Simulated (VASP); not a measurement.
Wanted: the native input for a VASP 6.6.1 run.

* Task: relaxation of shape and atoms at fixed volume
* Functional: PBE
* Potentials or basis: VASP PAW PBE potentials, release 64 (Os)
* Cutoff: 600 eV
* k mesh: 18 × 18 × 10
* Occupations: gaussian, width 0.1 eV
* Spin: no spin polarisation
* Dipole correction: no
* Further INCAR settings: ALGO = Normal; EDIFF = 1e-06; IBRION = 2; EDIFFG = -0.01; NSW = 50; ISIF = 4

The structure of Os lies in POSCAR:

```
Os
1.0
    2.7800353866      0.0000000000      0.0000000000
   -1.3900176933      2.4075812682      0.0000000000
    0.0000000000      0.0000000000      4.3939556447
Os
2
Direct
    0.3333333333      0.6666666667      0.2500000000
    0.6666666667      0.3333333333      0.7500000000
```

These files were run (other wordings do the same):

INCAR

```
SYSTEM = Os
ALGO = Normal
EDIFF = 1E-6
EDIFFG = -0.01
ENCUT = 600
GGA = PE
IBRION = 2
ISIF = 4
ISMEAR = 0
LASPH = .True.
LCHARG = .False.
LREAL = .False.
LWAVE = .False.
NELM = 60
NSW = 50
PREC = Accurate
SIGMA = 0.1
```

KPOINTS

```
k-points
0
Gamma
  18 18 10
  0 0 0
```

Potentials or basis: VASP PAW PBE potentials, release 64 (Os).

The run is started by

```sh
$ cat potpaw_PBE.64/Os/POTCAR > POTCAR
$ mpirun -np 1 vasp_std > vasp.out
```

It gave:

```yaml
Energy_gained_by_relaxing: 0.1 meV/atom
Ionic_steps: 3
Pressure_after_relaxing: -11.1 GPa
Band_gap_on_the_k_mesh: zero (bands 8 and 9 overlap by 3.62 eV)
```

Caveat: spin-orbit coupling is left out, which moves the levels of the heavy elements.

It took 44 s on 1 thread of Intel(R) Xeon(R) 6975P-C (Granite Rapids), with other jobs on the host, peak memory 0.23 GiB.
